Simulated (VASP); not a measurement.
The system is MgCd3Se4.

```
Mg Cd Se
1.0
    -2.93383    2.93383    5.86766
     2.93383   -2.93383    5.86766
     2.93383    2.93383   -5.86766
Mg Cd Se
1 3 4
Direct
  0.00000 0.00000 0.00000
  0.75000 0.25000 0.50000
  0.25000 0.75000 0.50000
  0.50000 0.50000 0.00000
  0.50000 0.00000 0.50000
  0.00000 0.50000 0.50000
  0.25000 0.25000 0.00000
  0.75000 0.75000 0.00000
```

| Quantity | Value |
| --- | --- |
| Program | VASP 6.6.1 |
| Task | relaxation of cell and atoms |
| Functional | PBE |
| Potentials or basis | VASP PAW PBE potentials, release 64 (Mg, Cd, Se) |
| Cutoff | 600 eV |
| k mesh | 4 × 4 × 4 |
| Occupations | gaussian, width 0.1 eV |
| Spin | no spin polarisation |

At the start: pressure -4.4 GPa; volume 25.25 Å³/atom.

Where does the relaxation end?

Over 7 steps the energy falls by 34.5 meV/atom and the volume is 23.06 Å³/atom (-8.7 %); space group I4/mmm (No. 139, to 0.1 Å) before and after.

Step by step:
```
step  energy change (eV)  largest force (eV/Å)  pressure (GPa)  volume (Å³)
   1              0.0000                0.2007           -4.36       202.02
   2             -0.2519                0.2644            0.79       182.60
   3             -0.2569                0.2564            0.05       184.77
   4             -0.2627                0.2140            0.05       184.72
   5             -0.2737                0.0875            0.06       184.59
   6             -0.2679                0.1671            0.18       184.32
   7             -0.2758                0.0014            0.09       184.50
```

Final structure:
```yaml
crystal:
  lattice:
    - [-2.84377, 2.84377, 5.70344]
    - [2.84377, -2.84377, 5.70344]
    - [2.84377, 2.84377, -5.70344]
  atoms:
    - { symbol: Mg, position: [0.00000, 0.00000, 0.00000] }
    - { symbol: Cd, position: [0.75000, 0.25000, 0.50000] }
    - { symbol: Cd, position: [0.25000, 0.75000, 0.50000] }
    - { symbol: Cd, position: [0.50000, 0.50000, 0.00000] }
    - { symbol: Se, position: [0.50000, 0.00000, 0.50000] }
    - { symbol: Se, position: [0.00000, 0.50000, 0.50000] }
    - { symbol: Se, position: [0.24279, 0.24279, 0.00000] }
    - { symbol: Se, position: [0.75721, 0.75721, 0.00000] }
```
